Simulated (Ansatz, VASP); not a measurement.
**MoS2: VASP beside Ansatz**

The input INCAR:

```
PREC = Accurate
ENCUT = 520
EDIFF = 1E-6
ISMEAR = -1
SIGMA = 0.03
LREAL = F
LASPH = T
NELM = 60
ALGO = Normal
ISIF = 2
LWAVE = F
LCHARG = F
GGA = CA
NBANDS = 35
```

Contents of KPOINTS:

```
regular mesh
0
Gamma
  10 10 3
```

POSCAR

```
MoS2
1.0
    3.1715033452      0.0000000000      0.0000000000
   -1.5857516726      2.7466024651      0.0000000000
    0.0000000000      0.0000000000     12.3358474762
Mo S
2 4
Direct
    0.3333333333      0.6666666667      0.2500000000
    0.6666666667      0.3333333333      0.7500000000
    0.3333333333      0.6666666667      0.6275000000
    0.6666666667      0.3333333333      0.1275000000
    0.3333333333      0.6666666667      0.8725000000
    0.6666666667      0.3333333333      0.3725000000
```

Input for Ansatz:

```yaml
crystal:
  lattice:
    - [3.1715033452, 0.0, 0.0]
    - [-1.5857516726, 2.7466024651, 0.0]
    - [0.0, 0.0, 12.3358474762]
  atoms:
    - { symbol: Mo, position: [0.3333333333, 0.6666666667, 0.25] }
    - { symbol: Mo, position: [0.6666666667, 0.3333333333, 0.75] }
    - { symbol: S, position: [0.3333333333, 0.6666666667, 0.6275] }
    - { symbol: S, position: [0.6666666667, 0.3333333333, 0.1275] }
    - { symbol: S, position: [0.3333333333, 0.6666666667, 0.8725] }
    - { symbol: S, position: [0.6666666667, 0.3333333333, 0.3725] }
kpoints:
  mp_grid: { grid: [10, 10, 3] }
  band_path:
    path:
      - [0.0, 0.0, 0.0]
      - [0.5, 0.0, 0.0]
      - [0.3333333333, 0.3333333333, 0.0]
      - [0.0, 0.0, 0.0]
      - [0.0, 0.0, 0.5]
      - [0.5, 0.0, 0.5]
      - [0.3333333333, 0.3333333333, 0.5]
      - [0.0, 0.0, 0.5]
      - [0.5, 0.0, 0.5]
    npoints: 5
scf:
  occupations: { method: fermi_dirac, width: 0.03 }
hamiltonian:
  xc: lda
  pseudopotentials: { kind: all_electron, lapw: { basis_error: 0.001 } }
output:
  forces: true
  stress: true
  eigenvalues: true
```

Change from the starting cell: volume scaled by 1.01.

Alike in both runs: task single point; functional LDA; k mesh 10 × 10 × 3; occupations fermi-dirac, width 0.03 eV; no spin polarisation.

|  | VASP | Ansatz |
| --- | --- | --- |
| version | VASP 6.6.1 | Ansatz 0.2.0 |
| potentials or method | VASP PAW LDA potentials, release 64 (Mo_sv, S), cutoff 520 eV | all-electron LAPW, scalar-relativistic |

Ansatz gave:

- pressure (GPa): -0.5
- traceless stress, the component that is largest in VASP (GPa): 4.45
- rms of the force components (eV/Å): 0.269

Task: What did VASP give for the same quantities?

Result: Pressure (GPa): -0.4; traceless stress, the component that is largest in VASP (GPa): 4.42; rms of the force components (eV/Å): 0.274.

LDA's correlation is that of Perdew and Zunger in VASP and of Perdew and Wang (1992) in Ansatz. Atom by atom the forces differ by 0.005 eV/Å (rms over components). Ansatz ran all-electron here, and VASP with PAW potentials.
